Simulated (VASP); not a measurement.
# BaMn3: relaxation of cell and atoms with PBE

The system is BaMn3.

```
Ba Mn
1.0
     4.21711    0.00000    0.00000
     0.00000    4.21711    0.00000
     0.00000    0.00000    4.21711
Ba Mn
1 3
Cartesian
  0.0000 0.0000 0.0000
  0.0000 2.1086 2.1086
  2.1086 0.0000 2.1086
  2.1086 2.1086 0.0000
```

```yaml
Program: VASP 6.6.1
Task: relaxation of cell and atoms
Functional: PBE
Potentials_or_basis: VASP PAW PBE potentials, release 64 (Ba_sv, Mn_sv)
Cutoff: 680 eV
k_mesh: 4 × 4 × 4
Occupations: gaussian, width 0.1 eV
Spin: collinear spin, ferromagnetic start
Starting_moments: "[0.0, 3.77, 3.77, 3.77] μB"
Dipole_correction: no
Further_INCAR_settings: ALGO = Normal; EDIFF = 1e-07; IBRION = 2; EDIFFG = -0.04; NSW = 90; ISIF = 3
```

```json
{
  "Relaxed volume": "20.56 Å³/atom",
  "Relaxed cell": "a = 4.349 Å, b = 4.349 Å, c = 4.349 Å, α = 90.00°, β = 90.00°, γ = 90.00°",
  "Space group after relaxing (to 0.1 Å)": "Pm-3m (No. 221)",
  "Energy gained by relaxing": "29.2 meV/atom",
  "Ionic steps": "2",
  "Pressure after relaxing": "-0.1 GPa",
  "Net moment": "10.34 μB per cell",
  "Site moments": "Ba -0.17; Mn +3.33 μB",
  "Valence electrons inside the program's atomic spheres": "Ba 8.34; Mn 12.88"
}
```

Step by step:
| step | energy change (eV) | largest force (eV/Å) | pressure (GPa) | volume (Å³) |
| --- | --- | --- | --- | --- |
| 1 | 0.0000 | 0.0000 | 5.54 | 75.00 |
| 2 | -0.1170 | 0.0000 | -0.09 | 82.25 |

Final structure:
```yaml
crystal:
  lattice:
    - [4.34893, 0.00000, 0.00000]
    - [0.00000, 4.34893, 0.00000]
    - [0.00000, 0.00000, 4.34893]
  atoms:
    - { symbol: Ba, position: [0.00000, 0.00000, 0.00000] }
    - { symbol: Mn, position: [0.00000, 0.50000, 0.50000] }
    - { symbol: Mn, position: [0.50000, 0.00000, 0.50000] }
    - { symbol: Mn, position: [0.50000, 0.50000, 0.00000] }
```

Levels at points of the mesh, in eV from the Fermi level:
Spin up:
```
           k point  band 28  band 29  band 30  band 31  band 32  band 33  band 34  band 35  band 36  band 37
(0.00, 0.00, 0.00)    -1.42    -1.17    -0.80    -0.80    -0.80     2.15     2.15     2.70     2.70     2.70
(0.50, 0.00, 0.00)    -1.68    -1.68    -1.65    -1.39    -1.36    -0.80     1.61     1.61     1.99     4.76
(0.50, 0.50, 0.00)    -1.91    -1.82    -1.66    -1.66    -1.37    -0.71     0.96     0.96     2.70     2.70
(0.50, 0.50, 0.50)    -1.95    -1.00    -1.00    -1.00    -0.63     0.96     0.96     0.96     2.61     2.61
```
Spin down:
```
           k point  band 21  band 22  band 23  band 24  band 25  band 26
(0.00, 0.00, 0.00)    -0.79    -0.79    -0.51     1.10     1.10     1.10
(0.50, 0.00, 0.00)    -0.22    -0.05    -0.04     0.25     0.62     0.62
(0.50, 0.50, 0.00)    -0.14    -0.03    -0.03     0.49     0.49     0.78
(0.50, 0.50, 0.50)    -0.03     0.68     0.68     0.68     1.29     1.29
```

Wall time 120 s on 1 thread of Intel(R) Xeon(R) Platinum 8488C (Sapphire Rapids) (shared host), peak memory 0.28 GiB.

Caveat: the k points lie up to 0.36 Å⁻¹ apart in the final cell; spin-orbit coupling is left out, which moves the levels of the heavy elements.
